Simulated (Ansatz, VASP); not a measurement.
## One calculation of Be4Ga2C, two programs

```
Be Ga C
1.0
     4.71727    0.00000    0.00000
     0.00000    4.71727    0.00000
     0.00000    0.00000    4.20316
Be Ga C
4 2 1
Direct
  0.20062 0.50000 0.11467
  0.79938 0.50000 0.11467
  0.50000 0.20062 0.11467
  0.50000 0.79938 0.11467
  0.50000 0.00000 0.61363
  0.00000 0.50000 0.61363
  0.00000 0.00000 0.92986
```

Alike in both runs: functional PBE; k mesh 8 × 8 × 10; occupations gaussian, width 0.1 eV; no spin polarisation.

Ansatz relaxed the structure, and its values are those at the end. VASP's run is a single point on that final structure, the one shown.

|  | VASP | Ansatz |
| --- | --- | --- |
| version | VASP 6.6.1 | Ansatz 0.2.0 |
| potentials or method | VASP PAW PBE potentials, release 64 (Be, Ga_d, C), cutoff 520 eV | scalar-relativistic, plane waves, PAW |
| valence electrons in the cell | 38 | 38 |

|  | VASP | Ansatz | Ansatz less VASP |
| --- | --- | --- | --- |
| gap on the k mesh at the Fermi level (eV) | none | none | - |
| pressure (GPa) | 0.1 | 0.0 | -0.09 |
| rms of the force components (eV/Å) | 0.001 | 0.004 | +0.0037 |

A gap of «none» marks a metal or a gap that the smearing closes.
